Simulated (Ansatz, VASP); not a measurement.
**One calculation of LiH, two programs**

```xyz
10
Lattice="2.8126 -0.0014 -0.0053 -1.4074 2.4361 0.0047 -0.0220 0.0099 11.8361" Properties=species:S:1:pos:R:3 pbc="T T T"
Li   -1.4022    2.4373    9.3909
Li   -0.0119    0.0085   -0.0008
Li   -0.0192    0.0073    2.4486
Li   -0.0126    1.6273    4.7621
Li    1.4023    0.8132    7.0746
H    -0.0055    1.6280    8.2349
H     1.3895    0.8219   10.6059
H    -0.0136    1.6243    1.2285
H     1.3917    0.8140    3.6014
H    -1.4164    2.4394    5.9237
```

Change from the starting cell: cell x1, atoms moved at random (sigma 0.05 Å) and cell strained at random (1.5 %), then relaxed without symmetry.

Alike in both runs: functional PBE; k mesh 6 × 6 × 1; occupations gaussian, width 0.1 eV; no spin polarisation.

Ansatz relaxed the structure, and its values are those at the end. VASP's run is a single point on that final structure, the one shown.

```csv
,VASP,Ansatz
version,VASP 6.6.1,Ansatz 0.2.0
potentials or method,"VASP PAW PBE potentials, release 64 (Li_sv, H), cutoff 750 eV","scalar-relativistic, plane waves, PAW"
valence electrons in the cell,20,20
```

Ansatz gave:

- gap on the k mesh at the Fermi level (eV): 3.48
- least direct gap on the mesh (eV): 3.49
- pressure (GPa): 0.0
- rms of the force components (eV/Å): 0.006

Problem. Which values does VASP return?

Solution. gap on the k mesh at the Fermi level (eV): 3.48; least direct gap on the mesh (eV): 3.49; pressure (GPa): -0.2; rms of the force components (eV/Å): 0.006.

The k mesh is coarse, so the values compare programs but aren't converged.
